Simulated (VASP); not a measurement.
A run of VASP 6.6.1 is set up as follows.

INCAR

```
SYSTEM = SiMo3
PREC = Accurate
ENCUT = 520
EDIFF = 1E-7
ISMEAR = -1
SIGMA = 0.05
LREAL = .FALSE.
LASPH = .TRUE.
NELM = 80
ALGO = Normal
ISIF = 2
LWAVE = .FALSE.
LCHARG = .FALSE.
GGA = PE
NBANDS = 56
```

Contents of KPOINTS:

```
Automatic mesh
0
G
  10 10 10
  0 0 0
```

POSCAR

```
SiMo3
1.0
    4.8601600843      0.0000000000      0.0000000000
    0.0000000000      4.8601600843      0.0000000000
    0.0000000000      0.0000000000      4.8601600843
Si Mo
2 6
Direct
    0.0000000000      0.0000000000      0.0000000000
    0.5000000000      0.5000000000      0.5000000000
    0.2500000000      0.0000000000      0.5000000000
    0.5000000000      0.7500000000      0.0000000000
    0.7500000000      0.0000000000      0.5000000000
    0.5000000000      0.2500000000      0.0000000000
    0.0000000000      0.5000000000      0.7500000000
    0.0000000000      0.5000000000      0.2500000000
```

Potentials or basis: VASP PAW PBE potentials, release 64 (Si, Mo_sv).

Launch:

```bash
$ cat potpaw_PBE.64/Si/POTCAR potpaw_PBE.64/Mo_sv/POTCAR > POTCAR
$ mpirun -np 1 vasp_std > vasp.out
```

(1) Predict the band gap on the k mesh.

(2) Predict the pressure.

Results:

(1) zero (bands 46 and 47 overlap by 2.48 eV).

(2) 8.0 GPa.

Caveat: the cell stands under pressure.
